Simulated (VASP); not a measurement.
# Mo (I4_1/amd) in VASP: notebook, part 2 of 2

VASP 6.6.1. Earlier steps stand in the parts before.

## 3. Relaxation of cell and atoms, r2SCAN

This run uses another cell than the first one, of 16.31 Å³/atom, 0.977 times its volume.

Contents of POSCAR:

```
Mo
1.0
   -2.4635824360      2.4635824360      1.3439296952
    2.4635824360     -2.4635824360      1.3439296952
    2.4635824360      2.4635824360     -1.3439296952
Mo
2
Direct
    0.0000000000      0.0000000000      0.0000000000
    0.7500000000      0.2500000000      0.5000000000
```

Contents of INCAR.step1:

```
PREC     = Accurate       # precision mode
ENCUT    = 600            # plane-wave cutoff, eV
ISMEAR   = 0              # smearing method
SIGMA    = 0.1            # smearing width, eV
LREAL    = F              # projectors in reciprocal space
LASPH    = T              # aspherical terms in the spheres
NELM     = 100            # most SCF steps
GGA      = PE             # functional
ALGO     = Normal         # electronic algorithm
EDIFF    = 1E-4           # SCF threshold, eV
LWAVE    = T              # write WAVECAR
LCHARG   = F              # write CHGCAR
```

Contents of INCAR.step2:

```
PREC     = Accurate       # precision mode
ENCUT    = 600            # plane-wave cutoff, eV
EDIFF    = 1E-6           # SCF threshold, eV
ISMEAR   = 0              # smearing method
SIGMA    = 0.1            # smearing width, eV
LREAL    = F              # projectors in reciprocal space
LASPH    = T              # aspherical terms in the spheres
NELM     = 100            # most SCF steps
ALGO     = Normal         # electronic algorithm
ISIF     = 3              # what is computed and relaxed
LWAVE    = F              # write WAVECAR
LCHARG   = F              # write CHGCAR
METAGGA  = R2SCAN         # meta-GGA
LMIXTAU  = T            
IBRION   = 2              # ionic algorithm
NSW      = 90             # ionic steps
EDIFFG   = -0.04          # ionic threshold
ISTART   = 1
```

Contents of KPOINTS:

```
regular mesh
0
Gamma
  8 8 8
```

Potentials or basis: VASP PAW PBE potentials, release 64 (Mo_sv).

On the command line:

```sh
cat potpaw_PBE.64/Mo_sv/POTCAR > POTCAR
cp INCAR.step1 INCAR
mpirun -np 1 vasp_std > vasp.out
cp INCAR.step2 INCAR
mpirun -np 1 vasp_std > vasp.out
```

OUTCAR:

```text
PREC = Accurate
   ENCUT = 600
   EDIFF = 1E-6
   ISMEAR = 0
   LREAL = F
   LASPH = T
   NELM = 100
   ISIF = 3
   METAGGA = R2SCAN
   IBRION = 2
   NSW = 90
   EDIFFG = -0.04
   ISTART = 1

 ion  position               nearest neighbor table
   1  0.000  0.000  0.000-   2 2.55   2 2.55   2 2.55   2 2.55   2 3.18   2 3.18   2 3.18   2 3.18

   2  0.750  0.250  0.500-   1 2.55   1 2.55   1 2.55   1 2.55   1 3.18   1 3.18   1 3.18   1 3.18

  LATTYP: Found a body centered tetragonal cell.
 ALAT       =     4.9271648720
 C/A-ratio  =     0.5455184594

  Lattice vectors:

 A1 = (  -2.4635824360,   2.4635824360,   1.3439296952)
 A2 = (   2.4635824360,  -2.4635824360,   1.3439296952)
 A3 = (   2.4635824360,   2.4635824360,  -1.3439296952)

Analysis of symmetry for initial positions (statically):
=====================================================================
 Subroutine PRICEL returns:
 Original cell was already a primitive cell.

 Routine SETGRP: Setting up the symmetry group for a
 body centered tetragonal supercell.

 Subroutine GETGRP returns: Found 16 space group operations
 (whereof  8 operations were pure point group operations)
 out of a pool of 16 trial point group operations.

The static configuration has the point symmetry D_2d.
 The point group associated with its full space group is D_4h.

Analysis of symmetry for dynamics (positions and initial velocities):
=====================================================================
 Subroutine PRICEL returns:
 Original cell was already a primitive cell.

 Routine SETGRP: Setting up the symmetry group for a
 body centered tetragonal supercell.

 Subroutine GETGRP returns: Found 16 space group operations
 (whereof  8 operations were pure point group operations)
 out of a pool of 16 trial point group operations.
[... 123 lines left out ...]
  volume/ion in A,a.u.               =      16.31       110.09
  Fermi-wavevector in a.u.,A,eV,Ry     =   1.555741  2.939924 32.930584  2.420330
  Thomas-Fermi vector in A             =   2.659638
   LORBIT       =      0    0 simple, 1 ext, 2 COOP (PROOUT), +10 PAW based schemes
   METAGGA = R2SCAN    functional components
   LHFCALC =     F    Hartree Fock is set to
   AEXX    =    0.0000 exact exchange contribution
   IVDW    =     0    specifies the selected vdW correction
   LEPSILON=     F    determine dielectric tensor
   LRPA    =     F    only Hartree local field effects (RPA)
 conjugate gradient relaxation of ions
 non-spin polarized calculation
 Gauss-broadening in eV      SIGMA  =   0.10
  energy-cutoff  :      600.00
  volume of cell :       32.63
 maximum number of plane-waves:      1109
 NGX is ok and might be reduce to    30
   NGX = 15   NGY = 15   NGZ = 15

--------------------------------------- Ionic step        1  -------------------------------------------

 number of electron      27.9999999 magnetization

 Free energy of the ion-electron system (eV)
  ---------------------------------------------------
  ext. energy  EPLUGINS =         0.00000000
  ---------------------------------------------------
  free energy    TOTEN  =       -50.32310396 eV

  energy without entropy =      -50.31256641  energy(sigma->0) =      -50.31783518

------------------------ aborting loop because EDIFF is reached ----------------------------------------

  FORCE on cell =-STRESS in cart. coord.  units (eV):
  Direction    XX          YY          ZZ          XY          YZ          ZX
  --------------------------------------------------------------------------------------
  -------------------------------------------------------------------------------------
  Total        1.5633379      1.5633379      0.6900086      0.0000000     -0.0000000      0.0000000
  in kB       76.7702041     76.7702041     33.8839767      0.0000000     -0.0000000      0.0000000
  external PRESSURE =      62.4747949 kB  Pullay stress =       0.0000000 kB
[... 167 lines left out ...]
--------------------------------------- Ionic step        6  -------------------------------------------

 number of electron      28.0000001 magnetization

 Free energy of the ion-electron system (eV)
  ---------------------------------------------------
  ext. energy  EPLUGINS =         0.00000000
  ---------------------------------------------------
  free energy    TOTEN  =       -50.34935584 eV

  energy without entropy =      -50.33853057  energy(sigma->0) =      -50.34394320

 E-fermi :  11.5032     XC(G=0): -14.0429

 val. band max:       11.4854993674   @ k =  -0.3750   0.2500  -0.0000
 cond. band min:      11.5136089772   @ k =   0.5000   0.5000   0.5000
 fundamental gap:      0.0281096099
 Fermi energy:        11.5032225704

 k-point     1 :       0.0000    0.0000    0.0000
  band No.  band energies     occupation
      1     -51.6261      2.00000
      2     -51.1641      2.00000
      3     -25.4517      2.00000
      4     -25.4517      2.00000
      5     -24.1112      2.00000
      6     -24.1107      2.00000
[... 481 lines left out ...]
      5     -25.0646      2.00000
      6     -24.6260      2.00000
[... 10 lines left out ...]
     17      14.5535      0.00000
     18      15.6485      0.00000

 [... further k-points ...]
[... 5 lines left out ...]
  --------------------------------------------------------------------------------------
  -------------------------------------------------------------------------------------
  Total        0.0218695      0.0218695      0.0106229      0.0000000     -0.0000000      0.0000000
  in kB        1.0440153      1.0440153      0.5071203      0.0000000     -0.0000000      0.0000000
  external PRESSURE =       0.8650503 kB  Pullay stress =       0.0000000 kB
[... 17 lines left out ...]
  FREE ENERGIE OF THE ION-ELECTRON SYSTEM (eV)
  ---------------------------------------------------
  free  energy   TOTEN  =       -50.3493558351 eV

  energy  without entropy=      -50.3385305733  energy(sigma->0) =      -50.34394320

 reached required accuracy - stopping structural energy minimisation
```

OUTCAR.step1:

```text
PREC = Accurate
   ENCUT = 600
   ISMEAR = 0
   LREAL = F
   LASPH = T
[... 729 lines left out ...]
 -----------------------------------------------------------------------------------
      0.00000      0.00000      0.00000         0.000000      0.000000      0.000000
     -0.00000      2.46358      0.67196        -0.000000     -0.000000     -0.000000
 -----------------------------------------------------------------------------------
    total drift:                                0.000000     -0.000000      0.000000

  FREE ENERGIE OF THE ION-ELECTRON SYSTEM (eV)
  ---------------------------------------------------
  free  energy   TOTEN  =       -20.1277725077 eV

  energy  without entropy=      -20.1171860337  energy(sigma->0) =      -20.12247927
```

It took 8.7 min on 1 thread of Intel Xeon Platinum 8488C (Sapphire Rapids), shared host; peak memory 0.2 GiB.

Results:

- Free energy: -50.3494 eV
- Relaxed volume: 16.78 Å³/atom
- Relaxed cell: a = 3.792 Å, b = 3.792 Å, c = 3.792 Å, α = 97.08°, β = 97.08°, γ = 138.89°
- Space group after relaxing (to 0.05 Å): I4_1/amd (No. 141)
- Energy gained by relaxing: 13.1 meV/atom
- Ionic steps: 6
- Pressure after relaxing: 0.1 GPa
- Band gap on the k mesh: zero (band 14 reaches 13.24 eV, above the bottom of band 15 at 10.92 eV)

The path:
```tsv
step	energy change (eV)	largest force (eV/Å)	pressure (GPa)	volume (Å³)
1	0.0000	0.0000	6.25	32.63
2	0.0574	0.0000	-11.71	35.72
3	-0.0210	0.0000	-0.64	33.65
4	-0.0210	0.0000	-0.50	33.63
5	-0.0258	0.0000	-0.10	33.58
6	-0.0263	0.0000	0.09	33.56
```

Final structure:
```
CELL_PARAMETERS angstrom
-2.51043 2.51043 1.33133
2.51043 -2.51043 1.33133
2.51043 2.51043 -1.33133
ATOMIC_POSITIONS crystal
Mo 0.00000 0.00000 0.00000
Mo 0.75000 0.25000 0.50000
```

Caveat: the PAW data sets were made with another functional, which shifts forces and pressure a little.

## 4. Single point, r2SCAN

This run uses another cell than the first one, of 16.31 Å³/atom, 0.977 times its volume.

POSCAR is that of step 3.

Contents of INCAR.step1:

```
PREC = Accurate
ENCUT = 520
ISMEAR = 0
SIGMA = 0.1
LREAL = F
LASPH = T
NELM = 60
NBANDS = 21
GGA = PE
ALGO = Normal
EDIFF = 1E-4
LWAVE = T
LCHARG = F
```

Contents of INCAR.step2:

```
PREC = Accurate
ENCUT = 520
EDIFF = 1E-6
ISMEAR = 0
SIGMA = 0.1
LREAL = F
LASPH = T
NELM = 60
ALGO = Normal
ISIF = 2
LWAVE = F
LCHARG = T
METAGGA = R2SCAN
LMIXTAU = T
LELF = T
LVHAR = T
NBANDS = 21
ISTART = 1
```

KPOINTS is that of step 3.

On the command line:

```sh
cat potpaw_PBE.64/Mo_sv/POTCAR > POTCAR
cp INCAR.step1 INCAR
mpirun -np 1 vasp_std > vasp.out
cp INCAR.step2 INCAR
mpirun -np 1 vasp_std > vasp.out
```

It took 2.3 min on 1 thread of Intel Xeon 6975P-C, shared host; peak memory 0.18 GiB.

The run converged. Its results:

| Property | Result |
| --- | --- |
| Free energy | -50.3269 eV |
| Pressure | 6.3 GPa |
| Band gap on the k mesh | zero (band 14 reaches 13.54 eV, above the bottom of band 15 at 11.36 eV) |

Stress tensor (GPa, compression positive):
```
7.71 0.00 0.00
0.00 7.71 0.00
0.00 0.00 3.42
```

Levels at points of the mesh, in eV from the Fermi level:
```
           k point  band 10  band 11  band 12  band 13  band 14  band 15  band 16  band 17  band 18  band 19
(0.00, 0.00, 0.00)    -5.90    -4.24    -3.48    -2.76     1.50     1.50     1.55     1.55     4.42     5.75
(0.50, 0.00, 0.00)    -4.91    -3.44    -2.71    -0.66    -0.21     0.48     1.70     3.19     3.19     6.01
(0.50, 0.50, 0.00)    -4.67    -3.06    -3.06    -1.53    -1.53     0.85     0.85     2.76     2.76     3.18
(0.50, 0.50, 0.50)    -4.52    -2.68    -2.68     0.14     0.14     0.88     0.88     2.11     2.11     2.12
```

Caveat: the PAW data sets were made with another functional, which shifts forces and pressure a little.

## 5. Overview

```csv
task,cell,cutoff (eV),gap on the mesh (eV),pressure (GPa)
single point,"a = 3.784 Å, angles 97.1, 97.1, 138.9°, 2 atoms",520,none,1.2
relaxation of cell and atoms,"relaxed from a = 3.734 Å, angles 97.4, 97.4, 137.8°, 2 atoms",600,none,0.1
single point,"a = 3.734 Å, angles 97.4, 97.4, 137.8°, 2 atoms",520,none,6.3
```

Alike in all rows: level r2SCAN; potentials or basis VASP PAW PBE potentials, release 64 (Mo_sv); no spin polarisation; k mesh 8 × 8 × 8; smearing gaussian 0.1 eV.

Caveats: the PAW data sets were made with another functional, which shifts forces and pressure a little.

Total energies depend on the potentials used, so only differences within one code and one set of settings carry meaning.
